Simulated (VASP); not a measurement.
Input of a VASP 6.6.1 run:

Contents of INCAR:

```
  ALGO = Normal
  EDIFF = 1E-7
  EDIFFG = -0.04
  ENCUT = 600
  GGA = PE
  IBRION = 2
  ISIF = 3
  ISMEAR = 0
  LASPH = T
  LCHARG = F
  LREAL = F
  LWAVE = F
  NELM = 100
  NSW = 90
  PREC = Accurate
  SIGMA = 0.1
```

File KPOINTS:

```
k-points
0
Gamma
  6 6 1
```

File POSCAR:

```
Hf3SnS8
1.0
    3.6202087500      0.0000000000      0.0000000000
   -1.8101043700      3.1351927400      0.0000000000
    0.0000000000      0.0000000000     24.3043686500
Hf Sn S
3 1 8
Direct
    0.3333333300      0.6666666700      0.3125050400
    0.3333333300      0.6666666700      0.8125050400
    0.6666666700      0.3333333300      0.0625050400
    0.6666666700      0.3333333300      0.5625050400
    0.6666666700      0.3333333300      0.3717020500
    0.6666666700      0.3333333300      0.8717020500
    0.3333333300      0.6666666700      0.1217020500
    0.3333333300      0.6666666700      0.6217020500
    0.0000000000      0.0000000000      0.0032939000
    0.0000000000      0.0000000000      0.5032939000
    0.0000000000      0.0000000000      0.2532939000
    0.0000000000      0.0000000000      0.7532939000
```

Potentials or basis: VASP PAW PBE potentials, release 64 (Hf_pv, Sn_d, S).

Launch:

```bash
$ cat potpaw_PBE.64/Hf_pv/POTCAR potpaw_PBE.64/Sn_d/POTCAR potpaw_PBE.64/S/POTCAR > POTCAR
$ mpirun -np 1 vasp_std > vasp.out
```

(1) Estimate the band gap on the k mesh.

(2) Predict the relaxed volume.

## Answers

(1) 1.23 eV (least direct gap 1.81 eV).

(2) 26.42 Å³/atom.

Caveat: spin-orbit coupling is left out, which moves the levels of the heavy elements; this functional lacks dispersion, which binds layers or chains, so the pressure and a relaxed spacing across them are unreliable.
